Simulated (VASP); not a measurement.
# Cu (Fm-3m) in VASP: single point with PBE

Aim: the single point of Cu with PBE.

All numbers are computed with VASP 6.6.1; they aren't measurements. Logs are shortened: lines on timing, memory, paths and dates and some standing lists are left out, and cuts for length are marked.

## (1) The cell of the first run

The structure is cubic, space group Fm-3m (No. 225). Conventional cell: a = 3.630 Å, b = 3.630 Å, c = 3.630 Å, α = 90.00°, β = 90.00°, γ = 90.00°. Within 3.4 Å of Cu (site symmetry m-3m) lie 12 Cu at 2.57 Å.

## (2) Single point, PBE

Contents of INCAR:

```
PREC = Accurate
ENCUT = 600
EDIFF = 1E-6
ISMEAR = -1
SIGMA = 0.1
LREAL = F
LASPH = T
NELM = 120
ALGO = Normal
ISIF = 2
LWAVE = F
LCHARG = T
GGA = PE
LELF = T
LVHAR = T
NBANDS = 30
GGA_COMPAT = F
```

Contents of KPOINTS:

```
regular mesh
0
Gamma
  2 2 2
```

Contents of POSCAR:

```
Cu
1.0
    3.6302657600      0.0000000000      0.0000000000
    0.0000000000      3.6302657600      0.0000000000
    0.0000000000      0.0000000000      3.6302657600
Cu
4
Direct
    0.5000000000      0.5000000000      0.0000000000
    0.0000000000      0.0000000000      0.0000000000
    0.5000000000      0.0000000000      0.5000000000
    0.0000000000      0.5000000000      0.5000000000
```

Potentials or basis: VASP PAW PBE potentials, release 64 (Cu).

On the command line:

```
$ cat potpaw_PBE.64/Cu/POTCAR > POTCAR
$ mpirun -np 1 vasp_std > vasp.out
```

OUTCAR:

```text
PREC = Accurate
   ENCUT = 600
   EDIFF = 1E-6
   ISMEAR = -1
   LREAL = F
   LASPH = T
   NELM = 120
   ISIF = 2
   GGA = PE

 ion  position               nearest neighbor table
   1  0.500  0.500  0.000-   2 2.57   3 2.57   4 2.57   3 2.57   4 2.57   2 2.57   3 2.57   3 2.57
                             2 2.57   4 2.57   4 2.57   2 2.57
   2  0.000  0.000  0.000-   1 2.57   3 2.57   4 2.57   3 2.57   4 2.57   1 2.57   4 2.57   4 2.57
                             1 2.57   3 2.57   3 2.57   1 2.57
   3  0.500  0.000  0.500-   1 2.57   2 2.57   4 2.57   1 2.57   2 2.57   1 2.57   4 2.57   1 2.57
                             2 2.57   4 2.57   2 2.57   4 2.57
   4  0.000  0.500  0.500-   1 2.57   2 2.57   3 2.57   1 2.57   2 2.57   2 2.57   3 2.57   2 2.57
                             1 2.57   3 2.57   1 2.57   3 2.57

  LATTYP: Found a simple cubic cell.
 ALAT       =     3.6302657600

  Lattice vectors:

 A1 = (   3.6302657600,   0.0000000000,   0.0000000000)
 A2 = (   0.0000000000,   3.6302657600,   0.0000000000)
 A3 = (   0.0000000000,   0.0000000000,   3.6302657600)

Analysis of symmetry for initial positions (statically):
=====================================================================
 Subroutine PRICEL returns following result:

  LATTYP: Found a face centered cubic cell.
 ALAT       =     3.6302657600

  Lattice vectors:

 A1 = (   1.8151328800,  -1.8151328800,   0.0000000000)
 A2 = (   1.8151328800,   0.0000000000,   1.8151328800)
 A3 = (   0.0000000000,  -1.8151328800,   1.8151328800)

   4 primitive cells build up your supercell.

 Routine SETGRP: Setting up the symmetry group for a
 simple cubic supercell.

 Subroutine GETGRP returns: Found 48 space group operations
 (whereof 48 operations were pure point group operations)
 out of a pool of 48 trial point group operations.

The static configuration has the point symmetry O_h .

Analysis of symmetry for dynamics (positions and initial velocities):
=====================================================================
 Subroutine PRICEL returns following result:

  LATTYP: Found a face centered cubic cell.
 ALAT       =     3.6302657600

  Lattice vectors:

 A1 = (   1.8151328800,  -1.8151328800,   0.0000000000)
 A2 = (   1.8151328800,   0.0000000000,   1.8151328800)
 A3 = (   0.0000000000,  -1.8151328800,   1.8151328800)

   4 primitive cells build up your supercell.

 Routine SETGRP: Setting up the symmetry group for a
 simple cubic supercell.

 Subroutine GETGRP returns: Found 48 space group operations
 (whereof 48 operations were pure point group operations)
 out of a pool of 48 trial point group operations.

The dynamic configuration has the point symmetry O_h .

 Subroutine INISYM returns: Found 48 space group operations
 (whereof 48 operations are pure point group operations),
 and found     4 'primitive' translations

----------------------------------------------------------------------------------------

                                     Primitive cell

  volume of cell :      11.9607

  direct lattice vectors                    reciprocal lattice vectors
     1.815132880 -1.815132880  0.000000000     0.275461927 -0.275461927 -0.275461927
     1.815132880  0.000000000  1.815132880     0.275461927  0.275461927  0.275461927
     0.000000000 -1.815132880  1.815132880    -0.275461927 -0.275461927  0.275461927

  length of vectors
     2.566985536  2.566985536  2.566985536     0.477114052  0.477114052  0.477114052

  position of ions in fractional coordinates (direct lattice)
     0.000000000  0.000000000  1.000000000

  ion indices of the primitive-cell ions
   primitive index   ion index
                 1           1

----------------------------------------------------------------------------------------

 KPOINTS: regular mesh

Automatic generation of k-mesh.
 Grid dimensions read from file:
 generate k-points for:    2    2    2

 Generating k-lattice:

  Cartesian coordinates                     Fractional coordinates (reciprocal lattice)
     0.137730963  0.000000000  0.000000000     0.500000000  0.000000000  0.000000000
     0.000000000  0.137730963  0.000000000     0.000000000  0.500000000  0.000000000
     0.000000000  0.000000000  0.137730963     0.000000000  0.000000000  0.500000000

  Length of vectors
     0.137730963  0.137730963  0.137730963

  Shift w.r.t. Gamma in fractional coordinates (k-lattice)
     0.000000000  0.000000000  0.000000000

 Subroutine IBZKPT returns following result:
 ===========================================

 Found      4 irreducible k-points:

 Following reciprocal coordinates:
            Coordinates               Weight
  0.000000  0.000000  0.000000      1.000000
  0.500000  0.000000  0.000000      3.000000
  0.500000  0.500000  0.000000      3.000000
  0.500000  0.500000  0.500000      1.000000
   k-points           NKPTS =      4   k-points in BZ     NKDIM =      4   number of bands    NBANDS=     30
   number of dos      NEDOS =    301   number of ions     NIONS =      4
   total plane-waves  NPLWV =  27000
   dimension x,y,z NGX =    30 NGY =   30 NGZ =   30
   dimension x,y,z NGXF=    60 NGYF=   60 NGZF=   60
   ions per type =               4
   NGX,Y,Z   is equivalent  to a cutoff of  13.74, 13.74, 13.74 a.u.
   NGXF,Y,Z  is equivalent  to a cutoff of  27.48, 27.48, 27.48 a.u.
 SYSTEM =  unknown system
   PREC   = accura    normal or accurate (medium, high low for compatibility)
   ISTART =      0    job   : 0-new  1-cont  2-samecut
   ICHARG =      2    charge: 1-file 2-atom 10-const
   ISPIN  =      1    spin polarized calculation?
   LNONCOLLINEAR =      F non collinear calculations
   LSORBIT =      F    spin-orbit coupling
   LASPH  =      T    aspherical Exc in radial PAW
   ENCUT  =  600.0 eV  44.10 Ry    6.64 a.u.   7.25  7.25  7.25*2*pi/ulx,y,z
   NELM   =    120;   NELMIN=  2; NELMDL= -5     # of ELM steps
   EDIFF  = 0.1E-05   stopping-criterion for ELM
   LREAL  =      F    real-space projection
   EDIFFG = 0.1E-04   stopping-criterion for IOM
   NSW    =      0    number of steps for IOM
   IBRION =     -1    ionic relax: 0-MD 1-quasi-New 2-CG
   NFREE  =      0    steps in history (QN), initial steepest desc. (CG)
   ISIF   =      2    stress and relaxation
   ISYM   =      2    0-nonsym 1-usesym 2-fastsym
   POTIM  = 0.5000    time-step for ionic-motion
   TEBEG  =    0.0;   TEEND  =   0.0 temperature during run
   PSTRESS=    0.0 pullay stress
   NELECT =      44.0000    total number of electrons
   NUPDOWN=      -1.0000    fix difference up-down
   EMIN   =  10.00;   EMAX   =-10.00  energy-range for DOS
   EFERMI =   0.00;   METHOD = LEGACY
   ISMEAR =    -1;   SIGMA  =   0.10  broadening in eV -4-tet -1-fermi 0-gaus
   EFERMI_NEDOS =   21; number of points for ismear=-14 and -15
   IALGO  =     38    algorithm
   IMIX   =      4    mixing-type and parameters
     AMIX     =   0.40;   BMIX     =  1.00
     AMIX_MAG =   1.60;   BMIX_MAG =  1.00
  volume/ion in A,a.u.               =      11.96        80.71
  Fermi-wavevector in a.u.,A,eV,Ry     =   1.592040  3.008519 34.485208  2.534591
  Thomas-Fermi vector in A             =   2.690487
   LORBIT       =      0    0 simple, 1 ext, 2 COOP (PROOUT), +10 PAW based schemes
   GGA     = PE    functional components
   LHFCALC =     F    Hartree Fock is set to
   AEXX    =    0.0000 exact exchange contribution
   IVDW    =     0    specifies the selected vdW correction
   LEPSILON=     F    determine dielectric tensor
   LRPA    =     F    only Hartree local field effects (RPA)
 non-spin polarized calculation
  energy-cutoff  :      600.00
  volume of cell :       47.84
 maximum number of plane-waves:      1628
 NGX is ok and might be reduce to    30
   NGX = 15   NGY = 15   NGZ = 15

 number of electron      43.9999971 magnetization

 Free energy of the ion-electron system (eV)
  ---------------------------------------------------
  ext. energy  EPLUGINS =         0.00000000
  ---------------------------------------------------
  free energy    TOTEN  =       -14.29802277 eV

  energy without entropy =      -14.08774746  energy(sigma->0) =      -14.19288511

 E-fermi :   6.9021     XC(G=0): -12.6835

 val. band max:        6.4535196047   @ k =   0.5000   0.5000   0.5000
 cond. band min:       6.9341809643   @ k =   0.5000   0.5000   0.0000
 fundamental gap:      0.4806613596
 Fermi energy:         6.9020635017

 k-point     1 :       0.0000    0.0000    0.0000
  band No.  band energies     occupation
      1      -1.8404      2.00000
      2       2.4660      2.00000
      3       2.4660      2.00000
      4       2.4660      2.00000
      5       2.8849      2.00000
      6       2.8849      2.00000
      7       2.8849      2.00000
      8       4.2213      2.00000
      9       4.2213      2.00000
     10       4.2213      2.00000
     11       5.0153      2.00000
     12       5.0153      2.00000
     13       5.5461      2.00000
     14       5.5461      2.00000
     15       5.5461      2.00000
     16       5.6996      1.99999
     17       5.6996      1.99999
     18       5.6996      1.99999
     19       5.6996      1.99999
     20       5.6996      1.99999
     21       5.6996      1.99999
     22       8.9191      0.00000
     23       8.9191      0.00000
     24       8.9191      0.00000
     25      14.3599      0.00000
     26      14.3599      0.00000
     27      14.3599      0.00000
     28      20.3903      0.00000
     29      20.3903      0.00000
     30      20.3903      0.00000

 k-point     2 :       0.5000    0.0000    0.0000
  band No.  band energies     occupation
      1       0.8889      2.00000
      2       0.8889      2.00000
      3       3.1779      2.00000
      4       3.1779      2.00000
      5       3.5350      2.00000
      6       3.5350      2.00000
      7       3.7545      2.00000
      8       3.7545      2.00000
      9       3.7545      2.00000
     10       3.7545      2.00000
     11       4.5976      2.00000
     12       4.5976      2.00000
     13       4.8604      2.00000
     14       4.8604      2.00000
     15       4.8604      2.00000
     16       4.8604      2.00000
     17       4.9818      2.00000
     18       4.9818      2.00000
     19       5.2775      2.00000
     20       5.2775      2.00000
     21       5.7003      1.99999
     22       5.7003      1.99999
     23      13.5205      0.00000
     24      13.5205      0.00000
     25      13.5205      0.00000
     26      13.5205      0.00000
     27      15.5942      0.00000
     28      15.5942      0.00000
     29      16.0675      0.00000
     30      16.0675      0.00000

 k-point     3 :       0.5000    0.5000    0.0000
  band No.  band energies     occupation
      1       2.7104      2.00000
      2       2.7104      2.00000
      3       2.7104      2.00000
      4       2.7104      2.00000
      5       3.7535      2.00000
      6       3.7535      2.00000
      7       3.7535      2.00000
      8       3.7535      2.00000
      9       3.9521      2.00000
     10       3.9521      2.00000
     11       3.9521      2.00000
     12       3.9521      2.00000
     13       4.7062      2.00000
     14       4.7062      2.00000
     15       4.7062      2.00000
     16       4.7062      2.00000
     17       5.0130      2.00000
     18       5.0130      2.00000
     19       5.0130      2.00000
     20       5.0130      2.00000
     21       6.9342      0.84078
     22       6.9342      0.84078
     23       6.9342      0.84078
     24       6.9342      0.84078
     25      16.9903      0.00000
     26      16.9903      0.00000
     27      16.9903      0.00000
     28      16.9903      0.00000
     29      18.1864      0.00000
     30      18.1864      0.00000

 k-point     4 :       0.5000    0.5000    0.5000
  band No.  band energies     occupation
      1       2.2812      2.00000
      2       2.2812      2.00000
      3       2.2812      2.00000
      4       2.2812      2.00000
      5       4.1927      2.00000
      6       4.1927      2.00000
      7       4.1927      2.00000
      8       4.1927      2.00000
      9       4.1927      2.00000
     10       4.1927      2.00000
     11       4.1927      2.00000
     12       4.1927      2.00000
     13       5.5627      2.00000
     14       5.5627      2.00000
     15       5.5627      2.00000
     16       5.5627      2.00000
     17       5.5627      2.00000
     18       5.5627      2.00000
     19       5.5627      2.00000
     20       5.5627      2.00000
     21       6.4535      1.97771
     22       6.4535      1.97771
     23       6.4535      1.97771
     24       6.4535      1.97771
     25      11.0008      0.00000
     26      11.0008      0.00000
     27      11.0008      0.00000
     28      11.0008      0.00000
     29      28.4289      0.00000
     30      28.4289      0.00000

------------------------ aborting loop because EDIFF is reached ----------------------------------------

  FORCE on cell =-STRESS in cart. coord.  units (eV):
  Direction    XX          YY          ZZ          XY          YZ          ZX
  --------------------------------------------------------------------------------------
  -------------------------------------------------------------------------------------
  Total        0.0334591      0.0334591      0.0334591      0.0000000     -0.0000000      0.0000000
  in kB        1.1204929      1.1204929      1.1204929      0.0000000     -0.0000000      0.0000000
  external PRESSURE =       1.1204929 kB  Pullay stress =       0.0000000 kB

 VOLUME and BASIS-vectors are now :
 -----------------------------------------------------------------------------
  energy-cutoff  :      600.00
  volume of cell :       47.84
      direct lattice vectors                 reciprocal lattice vectors
     3.630265760  0.000000000  0.000000000     0.275461927  0.000000000  0.000000000
     0.000000000  3.630265760  0.000000000     0.000000000  0.275461927  0.000000000
     0.000000000  0.000000000  3.630265760     0.000000000  0.000000000  0.275461927

 POSITION                                       TOTAL-FORCE (eV/Angst)
 -----------------------------------------------------------------------------------
      1.81513      1.81513      0.00000         0.000000     -0.000000      0.000000
      0.00000      0.00000      0.00000        -0.000000      0.000000      0.000000
      1.81513      0.00000      1.81513        -0.000000     -0.000000     -0.000000
      0.00000      1.81513      1.81513         0.000000      0.000000     -0.000000
 -----------------------------------------------------------------------------------
    total drift:                                0.000000      0.000000     -0.000000

  FREE ENERGIE OF THE ION-ELECTRON SYSTEM (eV)
  ---------------------------------------------------
  free  energy   TOTEN  =       -14.2980227700 eV

  energy  without entropy=      -14.0877474581  energy(sigma->0) =      -14.19288511
```

It took 18 s on 1 thread of Intel Xeon 8259CL, shared host; peak memory 0.16 GiB.

Results:

```
Free energy            : -14.2980 eV
Pressure               : 0.1 GPa
Band gap on the k mesh : zero (band 22 reaches 8.92 eV, above the bottom of band 23 at 6.45 eV)
```

Levels at points of the mesh, in eV from the Fermi level:
```csv
k point,band 18,band 19,band 20,band 21,band 22,band 23,band 24,band 25
"(0.00, 0.00, 0.00)",-1.20,-1.20,-1.20,-1.20,2.02,2.02,2.02,7.46
"(0.50, 0.00, 0.00)",-1.92,-1.62,-1.62,-1.20,-1.20,6.62,6.62,6.62
"(0.50, 0.50, 0.00)",-1.89,-1.89,-1.89,0.03,0.03,0.03,0.03,10.09
"(0.50, 0.50, 0.50)",-1.34,-1.34,-1.34,-0.45,-0.45,-0.45,-0.45,4.10
```

Caveat: the k points lie up to 0.87 Å⁻¹ apart.
